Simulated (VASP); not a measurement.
Set up this calculation in VASP 6.6.1, as the native input.

```yaml
Task: single point
Functional: PBE
Potentials_or_basis: VASP PAW PBE potentials, release 64 (Al, Bi_d, Br)
Cutoff: 520 eV
k_mesh: 10 × 10 × 8
Occupations: gaussian, width 0.1 eV
Spin: no spin polarisation
Dipole_correction: no
Further_INCAR_settings: ALGO = Fast; EDIFF = 1e-07; NBANDS = 22
```

The structure of Al2BiBr lies in POSCAR:

```
Al2BiBr
1.0
    4.6841116441      0.0000000000      0.0000000000
    0.0000000000      4.6841116441      0.0000000000
    0.0000000000      0.0000000000      6.6124208603
Al Bi Br
2 1 1
Direct
    0.5000000000      0.0000000000      0.7448356787
    0.0000000000      0.5000000000      0.2551643213
    0.0000000000      0.0000000000      0.5000000000
    0.5000000000      0.5000000000      0.0000000000
```

The cell was generated, and may not be a known phase.

These files were run (other wordings do the same):

INCAR

```
PREC = Accurate ; ENCUT = 520
EDIFF = 1E-7 ; ISMEAR = 0
SIGMA = 0.1 ; LREAL = False
LASPH = True ; NELM = 80
ALGO = Fast ; ISIF = 2
LWAVE = False ; LCHARG = False
GGA = PE ; NBANDS = 22
```

KPOINTS

```
Automatic mesh
0
Gamma
  10 10 8
```

Potentials or basis: VASP PAW PBE potentials, release 64 (Al, Bi_d, Br).

Run with:

```bash
$ cat potpaw_PBE.64/Al/POTCAR potpaw_PBE.64/Bi_d/POTCAR potpaw_PBE.64/Br/POTCAR > POTCAR
$ mpirun -np 1 vasp_std > vasp.out
```

It gave:

| Property | Result |
| --- | --- |
| Pressure | 0.0 GPa |
| Band gap on the k mesh | zero (bands 14 and 15 overlap by 1.43 eV) |

Caveat: spin-orbit coupling is left out, which moves the levels of the heavy elements.

Run time: 8.8 min on 1 thread of Oxide Virtual Turin-like Processor (shared host), peak memory 0.45 GiB.
